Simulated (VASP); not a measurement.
# InAs (F-43m) in VASP: single point with HSE06

Aim: the single point of InAs with HSE06.

Everything below comes from runs of VASP 6.6.1. Logs are shortened: lines on timing, memory, paths and dates and some standing lists are left out, and cuts for length are marked.

**1. The cell of the first run**

It takes space group F-43m (No. 216, cubic). Conventional cell: a = 6.060 Å, b = 6.060 Å, c = 6.060 Å, α = 90.00°, β = 90.00°, γ = 90.00°. In (site symmetry -43m) has 4 As at 2.62 Å within 3.5 Å. Within 3.5 Å of As (site symmetry -43m) lie 4 In at 2.62 Å.

**2. Single point, HSE06**

POSCAR

```
InAs
1.0
    0.0000000000      3.0300000000      3.0300000000
    3.0300000000      0.0000000000      3.0300000000
    3.0300000000      3.0300000000      0.0000000000
In As
1 1
Direct
    0.0000000000      0.0000000000      0.0000000000
    0.2500000000      0.2500000000      0.2500000000
```

INCAR.step1

```
  PREC = Accurate
  ENCUT = 520
  EDIFF = 1E-5
  ISMEAR = -1
  SIGMA = 0.01
  LREAL = False
  LASPH = True
  NELM = 60
  ALGO = Normal
  ISIF = 2
  LWAVE = True
  LCHARG = False
  NBANDS = 16
  GGA = PE
```

INCAR.step2

```
  PREC = Accurate
  ENCUT = 520
  EDIFF = 1E-7
  ISMEAR = -1
  SIGMA = 0.01
  LREAL = False
  LASPH = True
  NELM = 60
  ALGO = Normal
  ISIF = 2
  LWAVE = False
  LCHARG = False
  GGA = PE
  LHFCALC = True
  HFSCREEN = 0.2079
  PRECFOCK = Normal
  NBANDS = 16
  ISTART = 1
```

KPOINTS

```
Automatic mesh
0
Gamma
  4 4 4
```

Potentials or basis: VASP PAW PBE potentials, release 64 (In_d, As).

The run is started by

```sh
> cat potpaw_PBE.64/In_d/POTCAR potpaw_PBE.64/As/POTCAR > POTCAR
> cp INCAR.step1 INCAR
> mpirun -np 1 vasp_std > vasp.out
> cp INCAR.step2 INCAR
> mpirun -np 1 vasp_std > vasp.out
```

OUTCAR:

```text
PREC = Accurate
   ENCUT = 520
   EDIFF = 1E-7
   ISMEAR = -1
   LREAL = False
   LASPH = True
   NELM = 60
   ISIF = 2
   GGA = PE
   LHFCALC = True
   HFSCREEN = 0.2079
   PRECFOCK = Normal
   ISTART = 1

 ion  position               nearest neighbor table
   1  0.000  0.000  0.000-   2 2.62   2 2.62   2 2.62   2 2.62
   2  0.250  0.250  0.250-   1 2.62   1 2.62   1 2.62   1 2.62

  LATTYP: Found a face centered cubic cell.
 ALAT       =     6.0600000000

  Lattice vectors:

 A1 = (   0.0000000000,   3.0300000000,   3.0300000000)
 A2 = (   3.0300000000,   0.0000000000,   3.0300000000)
 A3 = (   3.0300000000,   3.0300000000,   0.0000000000)

Analysis of symmetry for initial positions (statically):
=====================================================================
 Subroutine PRICEL returns:
 Original cell was already a primitive cell.

 Routine SETGRP: Setting up the symmetry group for a
 face centered cubic supercell.

 Subroutine GETGRP returns: Found 24 space group operations
 (whereof 24 operations were pure point group operations)
 out of a pool of 48 trial point group operations.

The static configuration has the point symmetry T_d .

Analysis of symmetry for dynamics (positions and initial velocities):
=====================================================================
 Subroutine PRICEL returns:
 Original cell was already a primitive cell.

 Routine SETGRP: Setting up the symmetry group for a
 face centered cubic supercell.

 Subroutine GETGRP returns: Found 24 space group operations
 (whereof 24 operations were pure point group operations)
 out of a pool of 48 trial point group operations.

The dynamic configuration has the point symmetry T_d .

 Subroutine INISYM returns: Found 24 space group operations
 (whereof 24 operations are pure point group operations),
 and found     1 'primitive' translations

----------------------------------------------------------------------------------------

                                     Primitive cell

  volume of cell :      55.6363

  direct lattice vectors                    reciprocal lattice vectors
     0.000000000  3.030000000  3.030000000    -0.165016502  0.165016502  0.165016502
     3.030000000  0.000000000  3.030000000     0.165016502 -0.165016502  0.165016502
     3.030000000  3.030000000  0.000000000     0.165016502  0.165016502 -0.165016502

  length of vectors
     4.285067094  4.285067094  4.285067094     0.285816965  0.285816965  0.285816965

  position of ions in fractional coordinates (direct lattice)
     0.000000000  0.000000000  0.000000000
     0.250000000  0.250000000  0.250000000

  ion indices of the primitive-cell ions
   primitive index   ion index
                 1           1
                 2           2

----------------------------------------------------------------------------------------

 KPOINTS: Automatic mesh

Automatic generation of k-mesh.
 Grid dimensions read from file:
 generate k-points for:    4    4    4

 Generating k-lattice:

  Cartesian coordinates                     Fractional coordinates (reciprocal lattice)
    -0.041254125  0.041254125  0.041254125     0.250000000  0.000000000  0.000000000
     0.041254125 -0.041254125  0.041254125     0.000000000  0.250000000  0.000000000
     0.041254125  0.041254125 -0.041254125     0.000000000  0.000000000  0.250000000

  Length of vectors
     0.071454241  0.071454241  0.071454241

  Shift w.r.t. Gamma in fractional coordinates (k-lattice)
     0.000000000  0.000000000  0.000000000

 Subroutine IBZKPT returns following result:
 ===========================================

 Found      8 irreducible k-points:

 Following reciprocal coordinates:
            Coordinates               Weight
  0.000000  0.000000  0.000000      1.000000
  0.250000  0.000000  0.000000      8.000000
  0.500000  0.000000  0.000000      4.000000
  0.250000  0.250000  0.000000      6.000000
  0.500000  0.250000  0.000000     24.000000
 -0.250000  0.250000  0.000000     12.000000
  0.500000  0.500000  0.000000      3.000000
 -0.250000  0.500000  0.250000      6.000000
   k-points           NKPTS =      8   k-points in BZ     NKDIM =     64   number of bands    NBANDS=     16
   number of dos      NEDOS =    301   number of ions     NIONS =      2
   total plane-waves  NPLWV =  32768
   dimension x,y,z NGX =    32 NGY =   32 NGZ =   32
   dimension x,y,z NGXF=    64 NGYF=   64 NGZF=   64
   ions per type =               1   1
   NGX,Y,Z   is equivalent  to a cutoff of  12.41, 12.41, 12.41 a.u.
   NGXF,Y,Z  is equivalent  to a cutoff of  24.83, 24.83, 24.83 a.u.
 SYSTEM =  unknown system
   PREC   = accura    normal or accurate (medium, high low for compatibility)
   ISTART =      1    job   : 0-new  1-cont  2-samecut
   ICHARG =      0    charge: 1-file 2-atom 10-const
   ISPIN  =      1    spin polarized calculation?
   LNONCOLLINEAR =      F non collinear calculations
   LSORBIT =      F    spin-orbit coupling
   LASPH  =      T    aspherical Exc in radial PAW
   ENCUT  =  520.0 eV  38.22 Ry    6.18 a.u.   7.97  7.97  7.97*2*pi/ulx,y,z
   NELM   =     60;   NELMIN=  2; NELMDL=  0     # of ELM steps
   EDIFF  = 0.1E-06   stopping-criterion for ELM
   LREAL  =      F    real-space projection
   EDIFFG = 0.1E-05   stopping-criterion for IOM
   NSW    =      0    number of steps for IOM
   IBRION =     -1    ionic relax: 0-MD 1-quasi-New 2-CG
   NFREE  =      0    steps in history (QN), initial steepest desc. (CG)
   ISIF   =      2    stress and relaxation
   ISYM   =      3    0-nonsym 1-usesym 2-fastsym
   POTIM  = 0.5000    time-step for ionic-motion
   TEBEG  =    0.0;   TEEND  =   0.0 temperature during run
   PSTRESS=    0.0 pullay stress
   NELECT =      18.0000    total number of electrons
   NUPDOWN=      -1.0000    fix difference up-down
   EMIN   =  10.00;   EMAX   =-10.00  energy-range for DOS
   EFERMI =   0.00;   METHOD = LEGACY
   ISMEAR =    -1;   SIGMA  =   0.01  broadening in eV -4-tet -1-fermi 0-gaus
   EFERMI_NEDOS =   21; number of points for ismear=-14 and -15
   IALGO  =     38    algorithm
   IMIX   =      1    mixing-type and parameters
     AMIX     =   0.40;   BMIX     =  1.00
     AMIX_MAG =   1.60;   BMIX_MAG =  1.00
  volume/ion in A,a.u.               =      27.82       187.73
  Fermi-wavevector in a.u.,A,eV,Ry     =   1.123862  2.123791 17.185058  1.263066
  Thomas-Fermi vector in A             =   2.260531
   LORBIT       =      0    0 simple, 1 ext, 2 COOP (PROOUT), +10 PAW based schemes
   GGA     = PE    functional components
   LHFCALC =     T    Hartree Fock is set to
   PRECFOCK=normal    Normal, Fast or Accurate (Low or Medium for compatibility)
   ENCUT4O =  -1.0   cutoff for four orbital integrals eV
   NKREDX  =     1    reduce k-point grid by
   NKREDY  =     1    reduce k-point grid by
   NKREDZ  =     1    reduce k-point grid by
   AEXX    =    0.2500 exact exchange contribution
   HFSCREEN=    0.2079 screening length (either q_TF or 0.3 A-1)
   HFSCREENC=   0.2079 screening length for correlation (either q_TF or 0.3 A-1)
   ENCUTFOCK=  -1.0 apply spherical cutoff to Coloumb kernel
   IVDW    =     0    specifies the selected vdW correction
   LEPSILON=     F    determine dielectric tensor
   LRPA    =     F    only Hartree local field effects (RPA)
 non-spin polarized calculation
  energy-cutoff  :      520.00
  volume of cell :       55.64
 maximum number of plane-waves:      1524
  NGX = 24; NGY = 24; NGZ = 24

 number of electron      17.9999990 magnetization

 Free energy of the ion-electron system (eV)
  ---------------------------------------------------
  ext. energy  EPLUGINS =         0.00000000
  ---------------------------------------------------
  free energy    TOTEN  =        -9.10464651 eV

  energy without entropy =       -9.10464651  energy(sigma->0) =       -9.10464651

 E-fermi :   4.2579     XC(G=0):  -7.5424

 val. band max:        4.0494446575   @ k =   0.0000   0.0000   0.0000
 cond. band min:       4.5929275391   @ k =   0.0000   0.0000   0.0000
 fundamental gap:      0.5434828816
 Fermi energy:         4.2579330772

 k-point     1 :       0.0000    0.0000    0.0000
  band No.  band energies     occupation
      1     -12.0894      2.00000
      2     -12.0894      2.00000
      3     -12.0894      2.00000
      4     -11.9596      2.00000
      5     -11.9596      2.00000
      6      -8.9151      2.00000
[... 8 lines left out ...]
     15      14.6342      0.00000
     16      14.6342      0.00000

 k-point     2 :       0.2500    0.0000    0.0000
  band No.  band energies     occupation
      1     -12.1454      2.00000
      2     -12.0712      2.00000
      3     -12.0712      2.00000
      4     -11.9587      2.00000
      5     -11.9587      2.00000
      6      -8.2652      2.00000
[... 8 lines left out ...]
     15      13.4675      0.00000
     16      13.4675      0.00000

 k-point     3 :       0.5000    0.0000    0.0000
  band No.  band energies     occupation
      1     -12.1968      2.00000
      2     -12.0578      2.00000
      3     -12.0578      2.00000
      4     -11.9526      2.00000
      5     -11.9526      2.00000
      6      -7.3237      2.00000
[... 8 lines left out ...]
     15      15.8456      0.00000
     16      15.8456      0.00000

 k-point     4 :       0.2500    0.2500    0.0000
  band No.  band energies     occupation
      1     -12.1797      2.00000
      2     -12.0503      2.00000
      3     -12.0503      2.00000
      4     -11.9762      2.00000
      5     -11.9491      2.00000
      6      -8.0477      2.00000
[... 8 lines left out ...]
     15      15.3359      0.00000
     16      16.1382      0.00000

 k-point     5 :       0.5000    0.2500    0.0000
  band No.  band energies     occupation
      1     -12.2201      2.00000
      2     -12.0398      2.00000
      3     -12.0320      2.00000
      4     -11.9747      2.00000
      5     -11.9474      2.00000
      6      -7.0716      2.00000
[... 8 lines left out ...]
     15      16.1050      0.00000
     16      16.5829      0.00000

 k-point     6 :      -0.2500    0.2500    0.0000
  band No.  band energies     occupation
      1     -12.1953      2.00000
      2     -12.0512      2.00000
      3     -12.0488      2.00000
      4     -11.9616      2.00000
      5     -11.9577      2.00000
      6      -7.4161      2.00000
[... 8 lines left out ...]
     15      14.8585      0.00000
     16      16.6760      0.00000

 k-point     7 :       0.5000    0.5000    0.0000
  band No.  band energies     occupation
      1     -12.2550      2.00000
      2     -12.0095      2.00000
      3     -12.0095      2.00000
      4     -11.9962      2.00000
      5     -11.9384      2.00000
      6      -6.7246      2.00000
[... 8 lines left out ...]
     15      16.5781      0.00000
     16      17.2786      0.00000

 k-point     8 :      -0.2500    0.5000    0.2500
  band No.  band energies     occupation
      1     -12.2318      2.00000
      2     -12.0397      2.00000
      3     -12.0157      2.00000
      4     -11.9750      2.00000
      5     -11.9518      2.00000
      6      -6.6728      2.00000
[... 8 lines left out ...]
     15      16.8185      0.00000
     16      16.8399      0.00000

------------------------ aborting loop because EDIFF is reached ----------------------------------------

  FORCE on cell =-STRESS in cart. coord.  units (eV):
  Direction    XX          YY          ZZ          XY          YZ          ZX
  --------------------------------------------------------------------------------------
  -------------------------------------------------------------------------------------
  Total        0.5092625      0.5092625      0.5092625      0.0000000      0.0000000     -0.0000000
  in kB       14.6654169     14.6654169     14.6654169      0.0000000      0.0000000     -0.0000000
  external PRESSURE =      14.6654169 kB  Pullay stress =       0.0000000 kB

 VOLUME and BASIS-vectors are now :
 -----------------------------------------------------------------------------
  energy-cutoff  :      520.00
  volume of cell :       55.64
      direct lattice vectors                 reciprocal lattice vectors
     0.000000000  3.030000000  3.030000000    -0.165016502  0.165016502  0.165016502
     3.030000000  0.000000000  3.030000000     0.165016502 -0.165016502  0.165016502
     3.030000000  3.030000000  0.000000000     0.165016502  0.165016502 -0.165016502

 POSITION                                       TOTAL-FORCE (eV/Angst)
 -----------------------------------------------------------------------------------
      0.00000      0.00000      0.00000         0.000000      0.000000      0.000000
      1.51500      1.51500      1.51500        -0.000000     -0.000000     -0.000000
 -----------------------------------------------------------------------------------
    total drift:                               -0.000000      0.000001      0.000000

  FREE ENERGIE OF THE ION-ELECTRON SYSTEM (eV)
  ---------------------------------------------------
  free  energy   TOTEN  =        -9.1046465101 eV

  energy  without entropy=       -9.1046465101  energy(sigma->0) =       -9.10464651
```

Run time: 12 min. Hardware: 1 thread of AMD EPYC 7R43 (Zen 3), shared host; peak memory 0.25 GiB.

Results:

| Property | Result |
| --- | --- |
| Free energy | -9.1046 eV |
| Pressure | 1.5 GPa |
| Band gap on the k mesh | 0.54 eV |

Caveat: the k points lie up to 0.45 Å⁻¹ apart; the PAW data sets were made with another functional, which shifts forces and pressure a little; spin-orbit coupling is left out, which moves the levels of the heavy elements.
